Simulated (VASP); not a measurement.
Input of a VASP 6.6.1 run:

INCAR

```
  PREC = Accurate
  ENCUT = 600
  EDIFF = 1E-6
  ISMEAR = 0
  SIGMA = 0.1
  LREAL = F
  LASPH = T
  NELM = 80
  ALGO = Normal
  ISIF = 3
  LWAVE = F
  LCHARG = F
  GGA = PE
  IBRION = 2
  NSW = 90
  EDIFFG = -0.04
```

The input KPOINTS:

```
regular mesh
0
Gamma
  6 6 6
```

File POSCAR:

```
W2Cl
1.0
    1.7891845789      1.0329861983      5.4037951248
   -1.7891845789      1.0329861983      5.4037951248
    0.0000000000     -2.0659723965      5.4037951248
W Cl
2 1
Direct
    0.7500000000      0.7500000000      0.7500000000
    0.2500000000      0.2500000000      0.2500000000
    0.0000000000      0.0000000000      0.0000000000
```

Potentials or basis: VASP PAW PBE potentials, release 64 (W_sv, Cl).

The run is started by

```console
$ cat potpaw_PBE.64/W_sv/POTCAR potpaw_PBE.64/Cl/POTCAR > POTCAR
$ mpirun -np 1 vasp_std > vasp.out
```

Q: Predict the space group after relaxing (to 0.1 Å).

A: R-3m (No. 166).

Q: Predict the relaxed volume.

A: 17.99 Å³/atom.

Q: Predict the band gap on the k mesh.

A: Zero (an odd number of electrons rules out a gap without spin polarisation).

Q: What does it give for the relaxed cell?

A: a = 6.452 Å, b = 6.452 Å, c = 6.452 Å, α = 28.47°, β = 28.47°, γ = 28.47°.

Final structure:
```xyz
3
Lattice="1.5868 0.9161 6.1869 -1.5868 0.9161 6.1869 0.0000 -1.8322 6.1869" Properties=species:S:1:pos:R:3 pbc="T T T"
W     0.0000    0.0000   14.6147
W     0.0000    0.0000    3.9458
Cl    0.0000    0.0000    0.0000
```

Caveat: spin-orbit coupling is left out, which moves the levels of the heavy elements.
